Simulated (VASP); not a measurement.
Wanted: the native input for a VASP 6.6.1 run.

- Task: single point
- Functional: PBE
- Potentials or basis: VASP PAW PBE potentials, release 64 (Y_sv, Ti_sv, Se)
- Cutoff: 520 eV
- k mesh: 8 × 8 × 8
- Occupations: gaussian, width 0.1 eV
- Spin: no spin polarisation
- Dipole correction: no
- Further INCAR settings: ALGO = Normal; EDIFF = 1e-06; NBANDS = 28

The structure of YTiSe3 lies in POSCAR:

```
YTiSe3
1.0
    4.9241663754      0.0000000000      0.0000000000
    0.0000000000      4.9241663754      0.0000000000
    0.0000000000      0.0000000000      4.9241663754
Y Ti Se
1 1 3
Direct
    0.5000000000      0.5000000000      0.5000000000
    0.0000000000      0.0000000000      0.0000000000
    0.5000000000      0.0000000000      0.0000000000
    0.0000000000      0.5000000000      0.0000000000
    0.0000000000      0.0000000000      0.5000000000
```

These files were run (other wordings do the same):

INCAR

```
SYSTEM = YTiSe3
PREC = Accurate ; ENCUT = 520
EDIFF = 1E-6 ; ISMEAR = 0
SIGMA = 0.1 ; LREAL = .FALSE.
LASPH = .TRUE. ; NELM = 100
ALGO = Normal ; ISIF = 2
LWAVE = .FALSE. ; LCHARG = .FALSE.
GGA = PE ; NBANDS = 28
```

KPOINTS

```
Automatic mesh
0
G
  8 8 8
  0 0 0
```

Potentials or basis: VASP PAW PBE potentials, release 64 (Y_sv, Ti_sv, Se).

The run is started by

```bash
$ cat potpaw_PBE.64/Y_sv/POTCAR potpaw_PBE.64/Ti_sv/POTCAR potpaw_PBE.64/Se/POTCAR > POTCAR
$ mpirun -np 1 vasp_std > vasp.out
```

It gave:

```yaml
Pressure: 0.1 GPa
```

Run time: 3.1 min on 1 thread of AMD EPYC 7R43 64-Core Processor (Zen 3) (shared host), peak memory 0.29 GiB.
